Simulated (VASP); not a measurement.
C, 2 atoms in the cell. Symmetry: I4_1/amd, No. 141, tetragonal system. Conventional cell: a = 2.522 Å, b = 2.522 Å, c = 3.531 Å, α = 90.00°, β = 90.00°, γ = 90.00°. Within 2.1 Å of C (site symmetry -4m2) lie 4 C at 1.54 Å.  This cell differs from its parent crystal: zz strain of -1 %.

* Program: VASP 6.6.1
* Task: single point
* Functional: PBE
* Potentials or basis: VASP PAW PBE potentials, release 64 (C)
* Cutoff: 520 eV
* k mesh: 20 × 20 × 20
* Occupations: fermi-dirac, width 0.08 eV
* Spin: no spin polarisation
* Dipole correction: no
* Further INCAR settings: ALGO = Normal; EDIFF = 1e-06; NBANDS = 11

Potentials or basis: VASP PAW PBE potentials, release 64 (C).

Command:

```console
$ cat potpaw_PBE.64/C/POTCAR > POTCAR
$ mpirun -np 1 vasp_std > vasp.out
```

Hardware: 1 thread of Intel(R) Xeon(R) 6975P-C (Granite Rapids), with other jobs on the host.

Q: Estimate the wall time of this run.

A: Wall time 24 s on 1 thread of Intel(R) Xeon(R) 6975P-C (Granite Rapids), with other jobs on the host, peak memory 0.17 GiB. Counts: scf iterations 11, k points 641.
